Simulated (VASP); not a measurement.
# Cu (P6_3/mmc) in VASP: notebook

The runs below take Cu through single point, with PBEsol.

All numbers are computed with VASP 6.6.1; they aren't measurements. Logs are shortened: lines on timing, memory, paths and dates and some standing lists are left out, and cuts for length are marked.

**1. The cell of the first run**

Symmetry: P6_3/mmc, No. 194, hexagonal system. Conventional cell: a = 2.554 Å, b = 2.554 Å, c = 4.007 Å, α = 90.00°, β = 90.00°, γ = 120.00°. Within 3.3 Å of Cu (site symmetry -6m2) lie 12 Cu at 2.49 to 2.55 Å.

This isn't the form of Cu at room conditions, which is fcc.

**2. Single point, PBEsol (11.32 Å³/atom)**

INCAR reads:

```
  PREC = Accurate
  ENCUT = 520
  EDIFF = 1E-6
  ISMEAR = 0
  SIGMA = 0.15
  LREAL = False
  LASPH = True
  NELM = 60
  ALGO = Fast
  ISIF = 2
  LWAVE = False
  LCHARG = False
  GGA = PS
  NBANDS = 18
```

KPOINTS reads:

```
regular mesh
0
Gamma
  24 24 12
```

POSCAR reads:

```
Cu
1.0
    2.5544083183      0.0000000000      0.0000000000
   -1.2772041591      2.2121824952      0.0000000000
    0.0000000000      0.0000000000      4.0073557697
Cu
2
Direct
    0.3333333333      0.6666666667      0.2500000000
    0.6666666667      0.3333333333      0.7500000000
```

Potentials or basis: VASP PAW PBE potentials, release 64 (Cu).

Started as:

```console
$ cat potpaw_PBE.64/Cu/POTCAR > POTCAR
$ mpirun -np 1 vasp_std > vasp.out
```

OUTCAR:

```text
PREC = Accurate
   ENCUT = 520
   EDIFF = 1E-6
   ISMEAR = 0
   LREAL = False
   LASPH = True
   NELM = 60
   ISIF = 2
   GGA = PS

 ion  position               nearest neighbor table
   1  0.333  0.667  0.250-   2 2.49   2 2.49   2 2.49   2 2.49   2 2.49   2 2.49
   2  0.667  0.333  0.750-   1 2.49   1 2.49   1 2.49   1 2.49   1 2.49   1 2.49

  LATTYP: Found a hexagonal cell.
 ALAT       =     2.5544083183
 C/A-ratio  =     1.5688000000

  Lattice vectors:

 A1 = (   2.5544083183,   0.0000000000,   0.0000000000)
 A2 = (  -1.2772041591,   2.2121824952,   0.0000000000)
 A3 = (   0.0000000000,   0.0000000000,   4.0073557697)

Analysis of symmetry for initial positions (statically):
=====================================================================
 Subroutine PRICEL returns:
 Original cell was already a primitive cell.

 Routine SETGRP: Setting up the symmetry group for a
 hexagonal supercell.

 Subroutine GETGRP returns: Found 24 space group operations
 (whereof 12 operations were pure point group operations)
 out of a pool of 24 trial point group operations.

The static configuration has the point symmetry D_3d.
 The point group associated with its full space group is D_6h.

Analysis of symmetry for dynamics (positions and initial velocities):
=====================================================================
 Subroutine PRICEL returns:
 Original cell was already a primitive cell.

 Routine SETGRP: Setting up the symmetry group for a
 hexagonal supercell.

 Subroutine GETGRP returns: Found 24 space group operations
 (whereof 12 operations were pure point group operations)
 out of a pool of 24 trial point group operations.

The dynamic configuration has the point symmetry D_3d.
 The point group associated with its full space group is D_6h.

 Subroutine INISYM returns: Found 24 space group operations
 (whereof 12 operations are pure point group operations),
 and found     1 'primitive' translations

----------------------------------------------------------------------------------------

                                     Primitive cell

  volume of cell :      22.6448

  direct lattice vectors                    reciprocal lattice vectors
[... 77 lines left out ...]
 SYSTEM =  unknown system
   PREC   = accura    normal or accurate (medium, high low for compatibility)
   ISTART =      0    job   : 0-new  1-cont  2-samecut
   ICHARG =      2    charge: 1-file 2-atom 10-const
   ISPIN  =      1    spin polarized calculation?
   LNONCOLLINEAR =      F non collinear calculations
   LSORBIT =      F    spin-orbit coupling
   LASPH  =      T    aspherical Exc in radial PAW
   ENCUT  =  520.0 eV  38.22 Ry    6.18 a.u.   4.75  4.75  7.45*2*pi/ulx,y,z
   NELM   =     60;   NELMIN=  2; NELMDL= -5     # of ELM steps
   EDIFF  = 0.1E-05   stopping-criterion for ELM
   LREAL  =      F    real-space projection
   EDIFFG = 0.1E-04   stopping-criterion for IOM
   NSW    =      0    number of steps for IOM
   IBRION =     -1    ionic relax: 0-MD 1-quasi-New 2-CG
   NFREE  =      0    steps in history (QN), initial steepest desc. (CG)
   ISIF   =      2    stress and relaxation
   ISYM   =      2    0-nonsym 1-usesym 2-fastsym
   POTIM  = 0.5000    time-step for ionic-motion
   TEBEG  =    0.0;   TEEND  =   0.0 temperature during run
   PSTRESS=    0.0 pullay stress
   NELECT =      22.0000    total number of electrons
   NUPDOWN=      -1.0000    fix difference up-down
   EMIN   =  10.00;   EMAX   =-10.00  energy-range for DOS
   EFERMI =   0.00;   METHOD = LEGACY
   ISMEAR =     0;   SIGMA  =   0.15  broadening in eV -4-tet -1-fermi 0-gaus
   EFERMI_NEDOS =   21; number of points for ismear=-14 and -15
   IALGO  =     68    algorithm
   IMIX   =      4    mixing-type and parameters
     AMIX     =   0.40;   BMIX     =  1.00
     AMIX_MAG =   1.60;   BMIX_MAG =  1.00
  volume/ion in A,a.u.               =      11.32        76.41
  Fermi-wavevector in a.u.,A,eV,Ry     =   1.621409  3.064019 35.769284  2.628968
  Thomas-Fermi vector in A             =   2.715190
   LORBIT       =      0    0 simple, 1 ext, 2 COOP (PROOUT), +10 PAW based schemes
   GGA     = PS    functional components
   LHFCALC =     F    Hartree Fock is set to
   AEXX    =    0.0000 exact exchange contribution
   IVDW    =     0    specifies the selected vdW correction
   LEPSILON=     F    determine dielectric tensor
   LRPA    =     F    only Hartree local field effects (RPA)
 non-spin polarized calculation
 RMM-DIIS sequential band-by-band and
 Gauss-broadening in eV      SIGMA  =   0.15
  energy-cutoff  :      520.00
  volume of cell :       22.64
 maximum number of plane-waves:       638
 NGX is ok and might be reduce to    20
   NGX =  9   NGY =  9   NGZ = 15

 number of electron      22.0000003 magnetization

 Free energy of the ion-electron system (eV)
  ---------------------------------------------------
  ext. energy  EPLUGINS =         0.00000000
  ---------------------------------------------------
  free energy    TOTEN  =        -8.58578126 eV

  energy without entropy =       -8.57973144  energy(sigma->0) =       -8.58275635

 E-fermi :   7.9245     XC(G=0): -13.1546

 val. band max:        7.9217311172   @ k =   0.1667   0.1667   0.3333
 cond. band min:       7.9409599254   @ k =   0.2083   0.1250   0.3333
 fundamental gap:      0.0192288083
 Fermi energy:         7.9244820031

 k-point     1 :       0.0000    0.0000    0.0000
  band No.  band energies     occupation
      1      -1.7830      2.00000
      2       2.6661      2.00000
      3       4.8296      2.00000
      4       4.8296      2.00000
      5       4.9171      2.00000
      6       5.0869      2.00000
[... 481 lines left out ...]
      5       4.6256      2.00000
      6       4.9259      2.00000
[... 10 lines left out ...]
     17      20.3038      0.00000
     18      27.4379      0.00000

 [... further k-points ...]
[... 5 lines left out ...]
  --------------------------------------------------------------------------------------
  -------------------------------------------------------------------------------------
  Total       -0.2541171     -0.2541171      0.9417394     -0.0000000      0.0000000      0.0000000
  in kB      -17.9794079    -17.9794079     66.6303622     -0.0000000      0.0000000      0.0000000
  external PRESSURE =      10.2238488 kB  Pullay stress =       0.0000000 kB

 VOLUME and BASIS-vectors are now :
 -----------------------------------------------------------------------------
  energy-cutoff  :      520.00
  volume of cell :       22.64
      direct lattice vectors                 reciprocal lattice vectors
     2.554408318  0.000000000  0.000000000     0.391480091  0.226021136  0.000000000
    -1.277204159  2.212182495  0.000000000     0.000000000  0.452042271  0.000000000
     0.000000000  0.000000000  4.007355770     0.000000000  0.000000000  0.249541108

 POSITION                                       TOTAL-FORCE (eV/Angst)
 -----------------------------------------------------------------------------------
     -0.00000      1.47479      1.00184         0.000000      0.000000      0.000000
      1.27720      0.73739      3.00552        -0.000000      0.000000      0.000000
 -----------------------------------------------------------------------------------
    total drift:                               -0.000000      0.000000     -0.000000

  FREE ENERGIE OF THE ION-ELECTRON SYSTEM (eV)
  ---------------------------------------------------
  free  energy   TOTEN  =        -8.5857812623 eV

  energy  without entropy=       -8.5797314351  energy(sigma->0) =       -8.58275635
```

stdout:

```text
POSCAR found type information on POSCAR Cu
 POSCAR found :  1 types and       2 ions
 scaLAPACK will be used
 -----------------------------------------------------------------------------
|                                                                             |
|                                                                             |
|     You enforced a specific xc type in the INCAR file but a different       |
|     I HOPE YOU KNOW WHAT YOU ARE DOING!                                     |
|                                                                             |
 -----------------------------------------------------------------------------

 LDA part: xc-table for (Slater+PW92), standard interpolation
 POSCAR, INCAR and KPOINTS ok, starting setup
 FFT: planning ... GRIDC
 FFT: planning ... GRID_SOFT
 FFT: planning ... GRID
 WAVECAR not read
 entering main loop
WARNING in EDDRMM: call to ZHEGV failed, returncode =   6  3     18
WARNING in EDDRMM: call to ZHEGV failed, returncode =   8  4     18
```

Wall time 97 s (1 thread of Intel Xeon 6975P-C (Granite Rapids), shared host); peak memory 0.25 GiB.

Results:

```yaml
Free_energy: -8.5858 eV
Pressure: 1.0 GPa
Band_gap_on_the_k_mesh: zero (bands 11 and 12 overlap by 5.92 eV)
```

Stress tensor (GPa, compression positive):
```
-1.80  0.00  0.00
 0.00 -1.80  0.00
 0.00  0.00  6.66
```

Caveat: the PAW data sets were made with another functional, which shifts forces and pressure a little.

[end of part 1 of 2]
